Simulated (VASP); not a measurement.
# Au (Fm-3m) in VASP: single point with PBE

Aim: the single point of Au with PBE.

All numbers are computed with VASP 6.6.1; they aren't measurements. Logs are shortened: lines on timing, memory, paths and dates and some standing lists are left out, and cuts for length are marked.

## (1) The cell of the first run

The structure is cubic, space group Fm-3m (No. 225). The conventional cell has a = 4.150 Å, b = 4.150 Å, c = 4.150 Å, α = 90.00°, β = 90.00°, γ = 90.00°. Au (site symmetry m-3m) has 12 Au at 2.93 Å within 3.9 Å.

## (2) Single point, PBE

File INCAR:

```
PREC = Accurate
ENCUT = 500
EDIFF = 1E-6
ISMEAR = -1
SIGMA = 0.5
LREAL = F
LASPH = T
NELM = 120
ALGO = Normal
ISIF = 2
LWAVE = F
LCHARG = F
GGA = PE
NBANDS = 12
GGA_COMPAT = F
```

File KPOINTS:

```
Automatic mesh
0
Gamma
  2 2 2
```

File POSCAR:

```
Au
1.0
    0.0000000000      2.0750000000      2.0750000000
    2.0750000000      0.0000000000      2.0750000000
    2.0750000000      2.0750000000      0.0000000000
Au
1
Direct
    0.0000000000      0.0000000000      0.0000000000
```

Potentials or basis: VASP PAW PBE potentials, release 64 (Au).

The run is started by

```
$ cat potpaw_PBE.64/Au/POTCAR > POTCAR
$ mpirun -np 1 vasp_std > vasp.out
```

OUTCAR:

```text
PREC = Accurate
   ENCUT = 500
   EDIFF = 1E-6
   ISMEAR = -1
   LREAL = F
   LASPH = T
   NELM = 120
   ISIF = 2
   GGA = PE

 ion  position               nearest neighbor table
   1  0.000  0.000  0.000-

  LATTYP: Found a face centered cubic cell.
 ALAT       =     4.1500000000

  Lattice vectors:

 A1 = (   0.0000000000,   2.0750000000,   2.0750000000)
 A2 = (   2.0750000000,   0.0000000000,   2.0750000000)
 A3 = (   2.0750000000,   2.0750000000,   0.0000000000)

Analysis of symmetry for initial positions (statically):
=====================================================================
 Subroutine PRICEL returns:
 Original cell was already a primitive cell.

 Routine SETGRP: Setting up the symmetry group for a
 face centered cubic supercell.

 Subroutine GETGRP returns: Found 48 space group operations
 (whereof 48 operations were pure point group operations)
 out of a pool of 48 trial point group operations.

The static configuration has the point symmetry O_h .

Analysis of symmetry for dynamics (positions and initial velocities):
=====================================================================
 Subroutine PRICEL returns:
 Original cell was already a primitive cell.

 Routine SETGRP: Setting up the symmetry group for a
 face centered cubic supercell.

 Subroutine GETGRP returns: Found 48 space group operations
 (whereof 48 operations were pure point group operations)
 out of a pool of 48 trial point group operations.

The dynamic configuration has the point symmetry O_h .

 Subroutine INISYM returns: Found 48 space group operations
 (whereof 48 operations are pure point group operations),
 and found     1 'primitive' translations

----------------------------------------------------------------------------------------

                                     Primitive cell

  volume of cell :      17.8683

  direct lattice vectors                    reciprocal lattice vectors
     0.000000000  2.075000000  2.075000000    -0.240963855  0.240963855  0.240963855
     2.075000000  0.000000000  2.075000000     0.240963855 -0.240963855  0.240963855
     2.075000000  2.075000000  0.000000000     0.240963855  0.240963855 -0.240963855

  length of vectors
     2.934493142  2.934493142  2.934493142     0.417361640  0.417361640  0.417361640

  position of ions in fractional coordinates (direct lattice)
     0.000000000  0.000000000  0.000000000

  ion indices of the primitive-cell ions
   primitive index   ion index
                 1           1

----------------------------------------------------------------------------------------

 KPOINTS: Automatic mesh

Automatic generation of k-mesh.
 Grid dimensions read from file:
 generate k-points for:    2    2    2

 Generating k-lattice:

  Cartesian coordinates                     Fractional coordinates (reciprocal lattice)
    -0.120481928  0.120481928  0.120481928     0.500000000  0.000000000  0.000000000
     0.120481928 -0.120481928  0.120481928     0.000000000  0.500000000  0.000000000
     0.120481928  0.120481928 -0.120481928     0.000000000  0.000000000  0.500000000

  Length of vectors
     0.208680820  0.208680820  0.208680820

  Shift w.r.t. Gamma in fractional coordinates (k-lattice)
     0.000000000  0.000000000  0.000000000

 Subroutine IBZKPT returns following result:
 ===========================================

 Found      3 irreducible k-points:

 Following reciprocal coordinates:
            Coordinates               Weight
  0.000000  0.000000  0.000000      1.000000
  0.500000  0.000000  0.000000      4.000000
  0.500000  0.500000  0.000000      3.000000
   k-points           NKPTS =      3   k-points in BZ     NKDIM =      3   number of bands    NBANDS=     12
   number of dos      NEDOS =    301   number of ions     NIONS =      1
   total plane-waves  NPLWV =  13824
   dimension x,y,z NGX =    24 NGY =   24 NGZ =   24
   dimension x,y,z NGXF=    48 NGYF=   48 NGZF=   48
   ions per type =               1
   NGX,Y,Z   is equivalent  to a cutoff of  13.60, 13.60, 13.60 a.u.
   NGXF,Y,Z  is equivalent  to a cutoff of  27.19, 27.19, 27.19 a.u.
 SYSTEM =  unknown system
   PREC   = accura    normal or accurate (medium, high low for compatibility)
   ISTART =      0    job   : 0-new  1-cont  2-samecut
   ICHARG =      2    charge: 1-file 2-atom 10-const
   ISPIN  =      1    spin polarized calculation?
   LNONCOLLINEAR =      F non collinear calculations
   LSORBIT =      F    spin-orbit coupling
   LASPH  =      T    aspherical Exc in radial PAW
   ENCUT  =  500.0 eV  36.75 Ry    6.06 a.u.   5.35  5.35  5.35*2*pi/ulx,y,z
   NELM   =    120;   NELMIN=  2; NELMDL= -5     # of ELM steps
   EDIFF  = 0.1E-05   stopping-criterion for ELM
   LREAL  =      F    real-space projection
   EDIFFG = 0.1E-04   stopping-criterion for IOM
   NSW    =      0    number of steps for IOM
   IBRION =     -1    ionic relax: 0-MD 1-quasi-New 2-CG
   NFREE  =      0    steps in history (QN), initial steepest desc. (CG)
   ISIF   =      2    stress and relaxation
   ISYM   =      2    0-nonsym 1-usesym 2-fastsym
   POTIM  = 0.5000    time-step for ionic-motion
   TEBEG  =    0.0;   TEEND  =   0.0 temperature during run
   PSTRESS=    0.0 pullay stress
   NELECT =      11.0000    total number of electrons
   NUPDOWN=      -1.0000    fix difference up-down
   EMIN   =  10.00;   EMAX   =-10.00  energy-range for DOS
   EFERMI =   0.00;   METHOD = LEGACY
   ISMEAR =    -1;   SIGMA  =   0.50  broadening in eV -4-tet -1-fermi 0-gaus
   EFERMI_NEDOS =   21; number of points for ismear=-14 and -15
   IALGO  =     38    algorithm
   IMIX   =      4    mixing-type and parameters
     AMIX     =   0.40;   BMIX     =  1.00
     AMIX_MAG =   1.60;   BMIX_MAG =  1.00
  volume/ion in A,a.u.               =      17.87       120.58
  Fermi-wavevector in a.u.,A,eV,Ry     =   1.392657  2.631741 26.388427  1.939495
  Thomas-Fermi vector in A             =   2.516379
   LORBIT       =      0    0 simple, 1 ext, 2 COOP (PROOUT), +10 PAW based schemes
   GGA     = PE    functional components
   LHFCALC =     F    Hartree Fock is set to
   AEXX    =    0.0000 exact exchange contribution
   IVDW    =     0    specifies the selected vdW correction
   LEPSILON=     F    determine dielectric tensor
   LRPA    =     F    only Hartree local field effects (RPA)
 non-spin polarized calculation
  energy-cutoff  :      500.00
  volume of cell :       17.87
 maximum number of plane-waves:       464
 NGX is ok and might be reduce to    24
   NGX = 11   NGY = 11   NGZ = 11

 number of electron      11.0000002 magnetization

 Free energy of the ion-electron system (eV)
  ---------------------------------------------------
  ext. energy  EPLUGINS =         0.00000000
  ---------------------------------------------------
  free energy    TOTEN  =        -0.49283328 eV

  energy without entropy =        0.19763895  energy(sigma->0) =       -0.14759717

 E-fermi :   8.7274     XC(G=0): -12.4347

 val. band max:        7.9462212612   @ k =   0.5000   0.0000   0.0000
 cond. band min:       9.8405612013   @ k =   0.5000   0.5000   0.0000
 fundamental gap:      1.8943399401
 Fermi energy:         8.7274015138

 k-point     1 :       0.0000    0.0000    0.0000
  band No.  band energies     occupation
      1      -0.6714      2.00000
      2       4.4085      1.99965
      3       4.4085      1.99965
      4       4.4085      1.99965
      5       5.8553      1.99362
      6       5.8553      1.99362
      7      23.1985      0.00000
      8      27.0103      0.00000
      9      27.0103      0.00000
     10      27.0103      0.00000
     11      31.6699      0.00000
     12      35.9542      0.00000

 k-point     2 :       0.5000    0.0000    0.0000
  band No.  band energies     occupation
      1       1.8848      2.00000
      2       4.3911      1.99966
      3       4.3911      1.99966
      4       6.9592      1.94341
      5       6.9592      1.94341
      6       7.9462      1.65338
      7      11.6437      0.00584
      8      22.6557      0.00000
      9      25.4881      0.00000
     10      25.4881      0.00000
     11      32.9674      0.00000
     12      32.9674      0.00000

 k-point     3 :       0.5000    0.5000    0.0000
  band No.  band energies     occupation
      1       2.1819      2.00000
      2       2.4676      1.99999
      3       6.9348      1.94603
      4       7.2466      1.90163
      5       7.2466      1.90163
      6       9.8406      0.19482
      7      14.2012      0.00004
      8      18.5846      0.00000
      9      18.5846      0.00000
     10      25.4229      0.00000
     11      27.9287      0.00000
     12      35.8343      0.00000

------------------------ aborting loop because EDIFF is reached ----------------------------------------

  FORCE on cell =-STRESS in cart. coord.  units (eV):
  Direction    XX          YY          ZZ          XY          YZ          ZX
  --------------------------------------------------------------------------------------
  -------------------------------------------------------------------------------------
  Total        4.1544696      4.1544696      4.1544696      0.0000000      0.0000000     -0.0000000
  in kB      372.5133706    372.5133706    372.5133706      0.0000000      0.0000000     -0.0000000
  external PRESSURE =     372.5133706 kB  Pullay stress =       0.0000000 kB

 VOLUME and BASIS-vectors are now :
 -----------------------------------------------------------------------------
  energy-cutoff  :      500.00
  volume of cell :       17.87
      direct lattice vectors                 reciprocal lattice vectors
     0.000000000  2.075000000  2.075000000    -0.240963855  0.240963855  0.240963855
     2.075000000  0.000000000  2.075000000     0.240963855 -0.240963855  0.240963855
     2.075000000  2.075000000  0.000000000     0.240963855  0.240963855 -0.240963855

 POSITION                                       TOTAL-FORCE (eV/Angst)
 -----------------------------------------------------------------------------------
      0.00000      0.00000      0.00000         0.000000     -0.000000     -0.000000
 -----------------------------------------------------------------------------------
    total drift:                               -0.000000     -0.000000     -0.000000

  FREE ENERGIE OF THE ION-ELECTRON SYSTEM (eV)
  ---------------------------------------------------
  free  energy   TOTEN  =        -0.4928332806 eV

  energy  without entropy=        0.1976389460  energy(sigma->0) =       -0.14759717
```

Run time: 4.5 s. Hardware: 1 thread of AMD EPYC 7R13, shared host; peak memory 0.1 GiB.

Results:

- Free energy: -0.4928 eV
- Pressure: 37.3 GPa

Caveat: the k points lie up to 1.31 Å⁻¹ apart; spin-orbit coupling is left out, which moves the levels of the heavy elements.
